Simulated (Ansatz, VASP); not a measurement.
One calculation of TiO, two programs

```
Ti O
1.0
     3.03100    0.00000    0.00000
    -1.51550    2.62492    0.00000
     0.00000    0.00000    3.23770
Ti O
1 1
Direct
  0.66667 0.33333 0.00000
  0.00000 0.00000 0.50000
```

Alike in both runs: task single point; functional PBEsol; k mesh 9 × 9 × 7; occupations gaussian, width 0.1 eV; no spin polarisation.

|  | VASP | Ansatz |
| --- | --- | --- |
| version | VASP 6.6.1 | Ansatz 0.2.0 |
| potentials or method | VASP PAW PBE potentials, release 64 (Ti_sv, O), cutoff 520 eV | scalar-relativistic, plane waves, PAW |
| valence electrons in the cell | 18 | 18 |

```csv
,VASP,Ansatz,Ansatz less VASP
gap on the k mesh at the Fermi level (eV),0.13,0.13,0.000
least direct gap on the mesh (eV),0.13,0.13,0.000
```

VASP's potentials were made for PBE, not for PBEsol. The functional is the same, so the differences come from potentials, cutoffs and numerics.
